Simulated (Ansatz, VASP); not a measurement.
This is a calculation of NaI for VASP 6.6.1.

File INCAR:

```
  ALGO = Normal
  EDIFF = 1E-6
  ENCUT = 520
  GGA = CA
  ISIF = 2
  ISMEAR = -1
  LASPH = T
  LCHARG = T
  LELF = T
  LREAL = F
  LVHAR = T
  LWAVE = F
  NBANDS = 14
  NELM = 100
  PREC = Accurate
  SIGMA = 0.05
```

KPOINTS

```
k-points
0
Gamma
  6 6 6
```

POSCAR

```
NaI
1.0
    0.0000000000      3.1703324822      3.1703324822
    3.1703324822      0.0000000000      3.1703324822
    3.1703324822      3.1703324822      0.0000000000
I Na
1 1
Direct
    0.5000000000      0.5000000000      0.5000000000
    0.0000000000      0.0000000000      0.0000000000
```

Potentials or basis: VASP PAW LDA potentials, release 64 (I, Na_pv).

Launch:

```bash
$ cat potpaw_LDA.64/I/POTCAR potpaw_LDA.64/Na_pv/POTCAR > POTCAR
$ mpirun -np 1 vasp_std > vasp.out
```

Problem. Translate it to Ansatz 0.2.0. Potentials there: Ansatz PAW.

Solution. As run (the cutoff follows the program's own potentials):

input.yaml

```yaml
crystal:
  lattice:
    - [0.0, 3.1703324822, 3.1703324822]
    - [3.1703324822, 0.0, 3.1703324822]
    - [3.1703324822, 3.1703324822, 0.0]
  atoms:
    - { symbol: I, position: [0.5, 0.5, 0.5] }
    - { symbol: Na, position: [0.0, 0.0, 0.0] }
hamiltonian:
  xc: lda
  pseudopotentials: { kind: paw }
kpoints:
  mp_grid: { grid: [6, 6, 6] }
scf:
  occupations: { method: fermi_dirac, width: 0.05 }
output:
  forces: true
  stress: true
  eigenvalues: true
```

Potentials or basis: Ansatz PAW.

Launch:

```bash
$ ansatz run input.yaml --threads 1 --pin off --max-ram 3584MiB --backend cpu --events-out ev --progress --plain --runs-dir out
```

Both were run:

|  | VASP | Ansatz | Ansatz less VASP |
| --- | --- | --- | --- |
| gap on the k mesh at the Fermi level (eV) | 3.52 | 3.50 | -0.014 |
| least direct gap on the mesh (eV) | 3.52 | 3.50 | -0.014 |
| pressure (GPa) | -0.7 | -0.7 | -0.03 |

LDA's correlation is that of Perdew and Zunger in VASP and of Perdew and Wang (1992) in Ansatz. VASP's potentials hold 14 valence electrons a cell and Ansatz's 26, so a difference there can come from the potentials and not from the codes.

Spin-orbit coupling is off throughout.
